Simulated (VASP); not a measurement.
**Os: single point with BLYP**

Crystal: Os.

```xyz
1
Lattice="-1.5270 1.5270 1.5270 1.5270 -1.5270 1.5270 1.5270 1.5270 -1.5270" Properties=species:S:1:pos:R:3 pbc="T T T"
Os    0.0000    0.0000    0.0000
```

This cell differs from its parent crystal: volume scaled by 0.92.

| Property | Result |
| --- | --- |
| Program | VASP 6.6.1 |
| Task | single point |
| Functional | BLYP |
| Potentials or basis | VASP PAW PBE potentials, release 64 (Os_sv_GW) |
| Cutoff | 500 eV |
| k mesh | 16 × 16 × 16 |
| Occupations | fermi-dirac, width 0.1 eV |
| Spin | no spin polarisation |
| Dipole correction | no |
| Second run | valence_matched |
| Further INCAR settings | ALGO = Normal; EDIFF = 1e-06; NBANDS = 14 |

| Quantity | Value |
| --- | --- |
| Pressure | 30.2 GPa |
| Band gap on the k mesh | zero (band 8 reaches 16.78 eV, above the bottom of band 9 at 12.21 eV) |

Levels at points of the mesh, in eV from the Fermi level:
| k point | band 6 | band 7 | band 8 | band 9 | band 10 | band 11 |
| --- | --- | --- | --- | --- | --- | --- |
| (0.00, 0.00, 0.00) | -3.46 | -3.46 | -3.46 | -0.08 | -0.08 | 15.57 |
| (0.50, 0.00, 0.00) | -5.54 | -0.23 | 0.13 | 0.56 | 3.31 | 9.24 |
| (0.50, 0.50, 0.50) | -7.43 | 2.46 | 2.46 | 2.46 | 8.09 | 8.09 |

It took 21 s on 1 thread of AMD EPYC 9R45 96-Core Processor (Zen 5), with other jobs on the host, peak memory 0.12 GiB.

Caveat: the PAW data sets were made with another functional, which shifts forces and pressure a little; spin-orbit coupling is left out, which moves the levels of the heavy elements.
